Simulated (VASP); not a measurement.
# HfO2 (Fm-3m) in VASP: settings compared

Aim: see how the results for HfO2 move with the level of theory and the settings. Levels: PBE, PBE+D3(BJ). Tasks: single point.

Everything below comes from runs of VASP 6.6.1. Logs are shortened: lines on timing, memory, paths and dates and some standing lists are left out, and cuts for length are marked.

### Step 1. The cell of the first run

The structure is cubic, space group Fm-3m (No. 225). The conventional cell has a = 5.098 Å, b = 5.098 Å, c = 5.098 Å, α = 90.00°, β = 90.00°, γ = 90.00°. Hf (site symmetry m-3m) has 8 O at 2.21 Å within 2.9 Å. O (site symmetry -43m) has 4 Hf at 2.21 Å and 6 O at 2.55 Å within 2.9 Å.

### Step 2. Single point, PBE

INCAR reads:

```
PREC = Accurate
ENCUT = 520
EDIFF = 1E-6
ISMEAR = 0
SIGMA = 0.01
LREAL = False
LASPH = True
NELM = 100
ALGO = Normal
ISIF = 2
LWAVE = False
LCHARG = True
GGA = PE
LELF = True
LVHAR = True
NBANDS = 18
```

KPOINTS reads:

```
Automatic mesh
0
Gamma
  6 6 6
```

POSCAR reads:

```
HfO2
1.0
    3.6045462451      0.0000000000      0.0000000000
    1.8022731226      3.1216286174      0.0000000000
    1.8022731226      1.0405428725      2.9430996849
Hf O
1 2
Direct
    0.0000000000      0.0000000000      0.0000000000
    0.2500000000      0.2500000000      0.2500000000
    0.7500000000      0.7500000000      0.7500000000
```

Potentials or basis: VASP PAW PBE potentials, release 64 (Hf_pv, O).

Command:

```bash
cat potpaw_PBE.64/Hf_pv/POTCAR potpaw_PBE.64/O/POTCAR > POTCAR
mpirun -np 1 vasp_std > vasp.out
```

OUTCAR:

```text
PREC = Accurate
   ENCUT = 520
   EDIFF = 1E-6
   ISMEAR = 0
   LREAL = False
   LASPH = True
   NELM = 100
   ISIF = 2
   GGA = PE

 ion  position               nearest neighbor table
   1  0.000  0.000  0.000-   3 2.21   2 2.21   3 2.21   2 2.21   2 2.21   3 2.21   3 2.21   2 2.21

   2  0.250  0.250  0.250-   1 2.21   1 2.21   1 2.21   1 2.21
   3  0.750  0.750  0.750-   1 2.21   1 2.21   1 2.21   1 2.21

  LATTYP: Found a face centered cubic cell.
 ALAT       =     5.0975981861

  Lattice vectors:

 A1 = (   3.6045462451,   0.0000000000,   0.0000000000)
 A2 = (   1.8022731226,   3.1216286174,   0.0000000000)
 A3 = (   1.8022731226,   1.0405428725,   2.9430996849)

Analysis of symmetry for initial positions (statically):
=====================================================================
 Subroutine PRICEL returns:
 Original cell was already a primitive cell.

 Routine SETGRP: Setting up the symmetry group for a
 face centered cubic supercell.

 Subroutine GETGRP returns: Found 48 space group operations
 (whereof 48 operations were pure point group operations)
 out of a pool of 48 trial point group operations.

The static configuration has the point symmetry O_h .

Analysis of symmetry for dynamics (positions and initial velocities):
=====================================================================
 Subroutine PRICEL returns:
 Original cell was already a primitive cell.

 Routine SETGRP: Setting up the symmetry group for a
 face centered cubic supercell.

 Subroutine GETGRP returns: Found 48 space group operations
 (whereof 48 operations were pure point group operations)
 out of a pool of 48 trial point group operations.

The dynamic configuration has the point symmetry O_h .

 Subroutine INISYM returns: Found 48 space group operations
 (whereof 48 operations are pure point group operations),
 and found     1 'primitive' translations

----------------------------------------------------------------------------------------

                                     Primitive cell

  volume of cell :      33.1159

  direct lattice vectors                    reciprocal lattice vectors
     3.604546245  0.000000000  0.000000000     0.277427430 -0.160172801 -0.113259274
     1.802273123  3.121628617  0.000000000     0.000000000  0.320345602 -0.113259274
[... 75 lines left out ...]
   LASPH  =      T    aspherical Exc in radial PAW
   ENCUT  =  520.0 eV  38.22 Ry    6.18 a.u.   6.70  6.70  6.70*2*pi/ulx,y,z
   NELM   =    100;   NELMIN=  2; NELMDL= -5     # of ELM steps
   EDIFF  = 0.1E-05   stopping-criterion for ELM
   LREAL  =      F    real-space projection
   EDIFFG = 0.1E-04   stopping-criterion for IOM
   NSW    =      0    number of steps for IOM
   IBRION =     -1    ionic relax: 0-MD 1-quasi-New 2-CG
   NFREE  =      0    steps in history (QN), initial steepest desc. (CG)
   ISIF   =      2    stress and relaxation
   ISYM   =      2    0-nonsym 1-usesym 2-fastsym
   POTIM  = 0.5000    time-step for ionic-motion
   TEBEG  =    0.0;   TEEND  =   0.0 temperature during run
   PSTRESS=    0.0 pullay stress
   NELECT =      22.0000    total number of electrons
   NUPDOWN=      -1.0000    fix difference up-down
   EMIN   =  10.00;   EMAX   =-10.00  energy-range for DOS
   EFERMI =   0.00;   METHOD = LEGACY
   ISMEAR =     0;   SIGMA  =   0.01  broadening in eV -4-tet -1-fermi 0-gaus
   EFERMI_NEDOS =   21; number of points for ismear=-14 and -15
   IALGO  =     38    algorithm
   IMIX   =      4    mixing-type and parameters
     AMIX     =   0.40;   BMIX     =  1.00
     AMIX_MAG =   1.60;   BMIX_MAG =  1.00
  volume/ion in A,a.u.               =      11.04        74.49
  Fermi-wavevector in a.u.,A,eV,Ry     =   1.428467  2.699411 27.762921  2.040517
  Thomas-Fermi vector in A             =   2.548525
   LORBIT       =      0    0 simple, 1 ext, 2 COOP (PROOUT), +10 PAW based schemes
   GGA     = PE    functional components
   LHFCALC =     F    Hartree Fock is set to
   AEXX    =    0.0000 exact exchange contribution
   IVDW    =     0    specifies the selected vdW correction
   LEPSILON=     F    determine dielectric tensor
   LRPA    =     F    only Hartree local field effects (RPA)
 non-spin polarized calculation
 Gauss-broadening in eV      SIGMA  =   0.01
  energy-cutoff  :      520.00
  volume of cell :       33.12
 maximum number of plane-waves:       911
   NGX = 13   NGY = 13   NGZ = 13

 number of electron      21.9999992 magnetization

 Free energy of the ion-electron system (eV)
  ---------------------------------------------------
  ext. energy  EPLUGINS =         0.00000000
  ---------------------------------------------------
  free energy    TOTEN  =       -30.24325789 eV

  energy without entropy =      -30.24325789  energy(sigma->0) =      -30.24325789

 E-fermi :   4.2542     XC(G=0): -11.7517

 val. band max:        4.1405693878   @ k =   0.5000   0.5000  -0.0000
 cond. band min:       7.8978422420   @ k =   0.5000   0.5000  -0.0000
 fundamental gap:      3.7572728542
 Fermi energy:         4.2542091047

 k-point     1 :       0.0000    0.0000    0.0000
  band No.  band energies     occupation
      1     -25.6224      2.00000
      2     -25.6224      2.00000
      3     -25.6224      2.00000
      4     -14.4907      2.00000
      5     -11.5384      2.00000
      6      -1.1027      2.00000
[... 313 lines left out ...]
      5     -12.5042      2.00000
      6      -1.6320      2.00000
[... 10 lines left out ...]
     17      17.1041      0.00000
     18      17.4914      0.00000

------------------------ aborting loop because EDIFF is reached ----------------------------------------

  FORCE on cell =-STRESS in cart. coord.  units (eV):
  Direction    XX          YY          ZZ          XY          YZ          ZX
  --------------------------------------------------------------------------------------
  -------------------------------------------------------------------------------------
  Total       -0.7489094     -0.7489094     -0.7489094     -0.0000000     -0.0000000     -0.0000000
  in kB      -36.2328968    -36.2328968    -36.2328968     -0.0000000     -0.0000000     -0.0000000
  external PRESSURE =     -36.2328968 kB  Pullay stress =       0.0000000 kB

 VOLUME and BASIS-vectors are now :
 -----------------------------------------------------------------------------
  energy-cutoff  :      520.00
  volume of cell :       33.12
      direct lattice vectors                 reciprocal lattice vectors
     3.604546245  0.000000000  0.000000000     0.277427430 -0.160172801 -0.113259274
     1.802273123  3.121628617  0.000000000     0.000000000  0.320345602 -0.113259274
     1.802273123  1.040542873  2.943099685     0.000000000  0.000000000  0.339777822

 POSITION                                       TOTAL-FORCE (eV/Angst)
 -----------------------------------------------------------------------------------
      0.00000      0.00000      0.00000        -0.000000      0.000000     -0.000000
      1.80227      1.04054      0.73577         0.000000      0.000000      0.000000
      5.40682      3.12163      2.20732        -0.000000     -0.000000     -0.000000
 -----------------------------------------------------------------------------------
    total drift:                                0.000000      0.000000     -0.000000

  FREE ENERGIE OF THE ION-ELECTRON SYSTEM (eV)
  ---------------------------------------------------
  free  energy   TOTEN  =       -30.2432578889 eV

  energy  without entropy=      -30.2432578889  energy(sigma->0) =      -30.24325789
```

OSZICAR:

```text
N       E                     dE             d eps       ncg     rms          rms(c)
DAV:   1     0.980814353958E+02    0.98081E+02   -0.12691E+04   576   0.121E+03
DAV:   2    -0.315680173145E+02   -0.12965E+03   -0.12485E+03   752   0.296E+02
DAV:   3    -0.360252508198E+02   -0.44572E+01   -0.44425E+01   674   0.486E+01
DAV:   4    -0.360519085328E+02   -0.26658E-01   -0.26651E-01   696   0.413E+00
DAV:   5    -0.360520772507E+02   -0.16872E-03   -0.16872E-03   656   0.316E-01    0.463E+01
DAV:   6    -0.303861197240E+02    0.56660E+01   -0.20510E+01   584   0.322E+01    0.406E+01
DAV:   7    -0.302838392894E+02    0.10228E+00   -0.66364E-01   656   0.673E+00    0.287E+01
DAV:   8    -0.302673823324E+02    0.16457E-01   -0.32130E-01   624   0.514E+00    0.985E+00
DAV:   9    -0.302429125526E+02    0.24470E-01   -0.70596E-02   620   0.227E+00    0.269E+00
DAV:  10    -0.302432082772E+02   -0.29572E-03   -0.33528E-03   636   0.441E-01    0.147E-01
DAV:  11    -0.302432429171E+02   -0.34640E-04   -0.18073E-04   660   0.113E-01    0.221E-01
DAV:  12    -0.302432569740E+02   -0.14057E-04   -0.39318E-05   634   0.418E-02    0.103E-02
DAV:  13    -0.302432578889E+02   -0.91491E-06   -0.13714E-06   634   0.873E-03
   1 F= -.30243258E+02 E0= -.30243258E+02  d E =-.644714E-60
```

It took 23 s on 1 thread of AMD EPYC 7R43 (Zen 3), shared host; peak memory 0.12 GiB.

What came out:

```yaml
Free_energy: -30.2433 eV
Pressure: -3.6 GPa
Band_gap_on_the_k_mesh: 3.76 eV, direct
```

Levels at points of the mesh, in eV from the valence-band top:
```csv
k point,band 7,band 8,band 9,band 10,band 11,band 12,band 13,band 14,band 15,band 16
"(0.00, 0.00, 0.00)",-5.24,-5.24,-0.60,-0.60,-0.60,3.84,3.84,5.71,10.22,10.22
"(0.50, 0.00, 0.00)",-4.22,-3.02,-2.69,-1.81,-1.81,4.55,4.55,6.83,9.01,9.21
"(0.50, 0.50, 0.00)",-3.42,-3.42,-1.50,-1.50,0.00,3.76,5.42,6.49,8.02,8.02
```

Caveat: spin-orbit coupling is left out, which moves the levels of the heavy elements.

### Step 3. Single point, PBE+D3(BJ)

This run uses another cell than the first one, of 10.88 Å³/atom, 0.986 times its volume.

INCAR reads:

```
PREC = Accurate
ENCUT = 520
EDIFF = 1E-6
ISMEAR = 0
SIGMA = 0.01
LREAL = F
LASPH = T
NELM = 80
ALGO = Normal
ISIF = 2
LWAVE = F
LCHARG = F
GGA = PE
IVDW = 12
NBANDS = 18
```

KPOINTS reads:

```
regular mesh
0
Gamma
  6 6 6
```

POSCAR reads:

```
HfO2
1.0
    3.5870650956      0.0000000000      0.0000000000
    1.7935325478      3.1064894979      0.0000000000
    1.7935325478      1.0354964993      2.9288263862
Hf O
1 2
Direct
    0.0000000000      0.0000000000      0.0000000000
    0.2500000000      0.2500000000      0.2500000000
    0.7500000000      0.7500000000      0.7500000000
```

Potentials or basis: VASP PAW PBE potentials, release 64 (Hf_pv, O).

Command:

```bash
cat potpaw_PBE.64/Hf_pv/POTCAR potpaw_PBE.64/O/POTCAR > POTCAR
mpirun -np 1 vasp_std > vasp.out
```

OUTCAR:

```text
PREC = Accurate
   ENCUT = 520
   EDIFF = 1E-6
   ISMEAR = 0
   LREAL = F
   LASPH = T
   NELM = 80
   ISIF = 2
   GGA = PE
   IVDW = 12
 IVDW          = 12

 ion  position               nearest neighbor table
   1  0.000  0.000  0.000-   3 2.20   2 2.20   3 2.20   2 2.20   2 2.20   3 2.20   3 2.20   2 2.20

   2  0.250  0.250  0.250-   1 2.20   1 2.20   1 2.20   1 2.20
   3  0.750  0.750  0.750-   1 2.20   1 2.20   1 2.20   1 2.20

  LATTYP: Found a face centered cubic cell.
 ALAT       =     5.0728761074
[... 519 lines left out ...]

 Edisp (eV)   -0.71734

 E8    (eV) :    -0.3133

  FORCE on cell =-STRESS in cart. coord.  units (eV):
  Direction    XX          YY          ZZ          XY          YZ          ZX
  --------------------------------------------------------------------------------------
  -------------------------------------------------------------------------------------
  Total      -0.76797    -0.76797    -0.76797     0.00000     0.00000    -0.00000
  in kB     -37.70096   -37.70096   -37.70096     0.00000     0.00000    -0.00000
  external pressure =      -37.70 kB  Pullay stress =        0.00 kB

 VOLUME and BASIS-vectors are now :
 -----------------------------------------------------------------------------
  energy-cutoff  :      520.00
  volume of cell :       32.64
      direct lattice vectors                 reciprocal lattice vectors
     3.587065096  0.000000000  0.000000000     0.278779440 -0.160953385 -0.113811230
     1.793532548  3.106489498  0.000000000     0.000000000  0.321906770 -0.113811230
     1.793532548  1.035496499  2.928826386     0.000000000  0.000000000  0.341433690

 POSITION                                       TOTAL-FORCE (eV/Angst)
 -----------------------------------------------------------------------------------
      0.00000      0.00000      0.00000         0.000000      0.000000      0.000000
      1.79353      1.03550      0.73221         0.000000      0.000000      0.000000
      5.38060      3.10649      2.19662        -0.000000     -0.000000     -0.000000
 -----------------------------------------------------------------------------------
    total drift:                                0.000000      0.000000     -0.000000

  FREE ENERGIE OF THE ION-ELECTRON SYSTEM (eV)
  ---------------------------------------------------
  free  energy   TOTEN  =       -30.9654488300 eV

  energy  without entropy=      -30.9654488300  energy(sigma->0) =      -30.96544883
```

It took 17 s on 1 thread of AMD EPYC 7R43 (Zen 3), shared host; peak memory 0.14 GiB.

What came out:

```
Free energy                : -30.9654 eV
Pressure                   : -3.8 GPa
Band gap on the k mesh     : 3.80 eV, direct
Dispersion energy per atom : -0.239 eV
```

Levels at points of the mesh, in eV from the valence-band top:
| k point | band 8 | band 9 | band 10 | band 11 | band 12 | band 13 | band 14 | band 15 |
| --- | --- | --- | --- | --- | --- | --- | --- | --- |
| (0.00, 0.00, 0.00) | -5.33 | -0.61 | -0.61 | -0.61 | 3.88 | 3.88 | 5.82 | 10.40 |
| (0.50, 0.00, 0.00) | -3.04 | -2.72 | -1.83 | -1.83 | 4.60 | 4.60 | 6.97 | 9.06 |
| (0.50, 0.50, 0.00) | -3.46 | -1.52 | -1.52 | 0.00 | 3.80 | 5.49 | 6.62 | 8.15 |

Caveat: spin-orbit coupling is left out, which moves the levels of the heavy elements. A k mesh can miss the band edges.
